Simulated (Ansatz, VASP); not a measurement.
# MgS in VASP and in Ansatz

```
Mg S
1.0
     6.61503    0.00000    0.00000
     0.00000    6.61503    0.00000
     0.00000    0.00000    6.61503
Mg S
8 8
Direct
  0.85300 0.64700 0.35300
  0.14700 0.35300 0.64700
  0.35300 0.64700 0.14700
  0.85300 0.85300 0.85300
  0.64700 0.14700 0.35300
  0.64700 0.35300 0.85300
  0.14700 0.14700 0.14700
  0.35300 0.85300 0.64700
  0.14700 0.85300 0.35300
  0.64700 0.64700 0.64700
  0.85300 0.35300 0.14700
  0.35300 0.14700 0.85300
  0.64700 0.85300 0.14700
  0.85300 0.14700 0.64700
  0.35300 0.35300 0.35300
  0.14700 0.64700 0.85300
```

Alike in both runs: task relaxation of cell and atoms; functional PBE; k mesh 4 × 4 × 4; occupations gaussian, width 0.1 eV; no spin polarisation.

```csv
,VASP,Ansatz
version,VASP 6.6.1,Ansatz 0.2.0
potentials or method,"VASP PAW PBE potentials, release 64 (Mg, S), cutoff 600 eV","scalar-relativistic, plane waves, PAW"
valence electrons in the cell,64,128
```

VASP gave:

- gap on the k mesh at the Fermi level, each at its own relaxed structure (eV): 2.47
- relaxed volume (Å³/atom): 21.26
- relaxed length of the cell vector where the two differ most in proportion (Å): 6.981

**Question.** Estimate Ansatz's values.

**Answer.** gap on the k mesh at the Fermi level, each at its own relaxed structure (eV): 2.47; relaxed volume (Å³/atom): 21.27; relaxed length of the cell vector where the two differ most in proportion (Å): 6.982.

VASP's potentials hold 64 valence electrons a cell and Ansatz's 128, so a difference there can come from the potentials and not from the codes.

Noted on VASP's run: the volume moved by over 15 % at a fixed basis, so the end points are rough.
